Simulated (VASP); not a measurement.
Crystal: Hf.

```
Hf
1.0
    -1.69500    1.65212    1.64091
     1.87648   -1.65155    1.82182
     1.94106    1.89761   -1.64034
Hf
1
Direct
  0.00000 0.00000 0.00000
```

| Property | Result |
| --- | --- |
| Program | VASP 6.6.1 |
| Task | relaxation of cell and atoms |
| Functional | LDA |
| Potentials or basis | VASP PAW LDA potentials, release 64 (Hf_pv) |
| Cutoff | 600 eV |
| k mesh | 11 × 10 × 10 |
| Occupations | fermi-dirac, width 0.05 eV |
| Spin | no spin polarisation |

At the start: pressure -11.2 GPa; volume 23.30 Å³/atom.

How do energy, volume and symmetry change on relaxing?

Over 42 steps the energy falls by 217.6 meV/atom and the volume is 20.50 Å³/atom (-12.0 %); space group Immm (No. 71, to 0.05 Å).

Step by step:
```tsv
step	energy change (eV)	largest force (eV/Å)	pressure (GPa)	volume (Å³)
1	0.0000	0.0000	-11.18	23.30
3	-0.1399	0.0000	1.67	20.25
5	-0.1838	0.0000	1.39	20.26
7	-0.1947	0.0000	-1.56	20.82
9	-0.2004	0.0000	-2.53	21.00
11	-0.2144	0.0000	-0.88	20.68
13	-0.2154	0.0000	0.33	20.45
15	-0.2166	0.0000	0.01	20.51
17	-0.2166	0.0000	-0.01	20.51
19	-0.2166	0.0000	-0.02	20.51
21	-0.2166	0.0000	0.12	20.48
23	-0.2167	0.0000	0.27	20.46
25	-0.2167	0.0000	0.19	20.47
27	-0.2167	0.0000	0.13	20.48
29	-0.2169	0.0000	-0.03	20.51
31	-0.2171	0.0000	-0.34	20.56
33	-0.2171	0.0000	-0.34	20.56
35	-0.2171	0.0000	-0.34	20.56
37	-0.2173	0.0000	-0.19	20.53
39	-0.2173	0.0000	0.65	20.39
41	-0.2175	0.0000	0.23	20.46
42	-0.2176	0.0000	0.02	20.50
```

Final structure:
```xyz
1
Lattice="-1.8292 1.8291 1.5445 1.8405 -1.8226 1.5244 1.8351 1.8050 -1.5332" Properties=species:S:1:pos:R:3 pbc="T T T"
Hf    0.0000    0.0000    0.0000
```

Caveat: the volume moved by -12 % from the deposited cell, more than functionals usually miss.
